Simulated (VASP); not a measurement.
## Ti: single point with PBEsol

Ti:

```
Ti
1.0
    -1.67318    1.67318    1.67318
     1.67318   -1.67318    1.67318
     1.67318    1.67318   -1.67318
Ti
1
Direct
  0.00000 0.00000 0.00000
```

This cell differs from its parent crystal: volume scaled by 1.06.

| Item | Value |
| --- | --- |
| Program | VASP 6.6.1 |
| Task | single point |
| Functional | PBEsol |
| Potentials or basis | VASP PAW PBE potentials, release 64 (Ti_sv) |
| Cutoff | 520 eV |
| k mesh | 17 × 17 × 17 |
| Occupations | fermi-dirac, width 0.08 eV |
| Spin | no spin polarisation |
| Dipole correction | no |
| Further INCAR settings | ALGO = Normal; EDIFF = 1e-06; NBANDS = 12 |

```yaml
Pressure: -11.3 GPa
Band_gap_on_the_k_mesh: zero (band 6 reaches 8.11 eV, above the bottom of band 7 at 6.60 eV)
```

Levels at points of the mesh, in eV from the Fermi level:
```csv
k point,band 2,band 3,band 4,band 5,band 6,band 7,band 8,band 9,band 10,band 11
"(0.00, 0.00, 0.00)",-32.48,-32.48,-32.48,-5.78,0.91,0.91,0.91,2.52,2.52,16.88
```

Wall time 10 s on 1 thread of Intel(R) Xeon(R) 6975P-C (Granite Rapids), on a shared host, peak memory 0.16 GiB.

Caveat: the PAW data sets were made with another functional, which shifts forces and pressure a little.
